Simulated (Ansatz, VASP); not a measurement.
**One calculation of Al, two programs**

```
Al
1.0
     2.78471    0.00000    0.00000
    -1.39236    2.41163    0.00000
     0.00000    0.00000    9.59362
Al
4
Direct
  0.00000 0.00000 0.00000
  0.33333 0.66667 0.25000
  0.00000 0.00000 0.50000
  0.66667 0.33333 0.75000
```

Alike in both runs: task single point; functional PBE; dispersion D3(BJ); k mesh 18 × 18 × 6; occupations gaussian, width 0.15 eV; no spin polarisation.

```csv
,VASP,Ansatz
version,VASP 6.6.1,Ansatz 0.2.0
potentials or method,"VASP PAW PBE potentials, release 64 (Al), cutoff 520 eV","scalar-relativistic, plane waves, PAW"
valence electrons in the cell,12,12
```

```csv
,VASP,Ansatz,Ansatz less VASP
gap on the k mesh at the Fermi level (eV),none,none,-
pressure (GPa),-1.0,-1.0,+0.03
"traceless stress, the component that is largest in VASP (GPa)",-2.34,-2.35,-0.007
```

A gap of «none» marks a metal or a gap that the smearing closes.
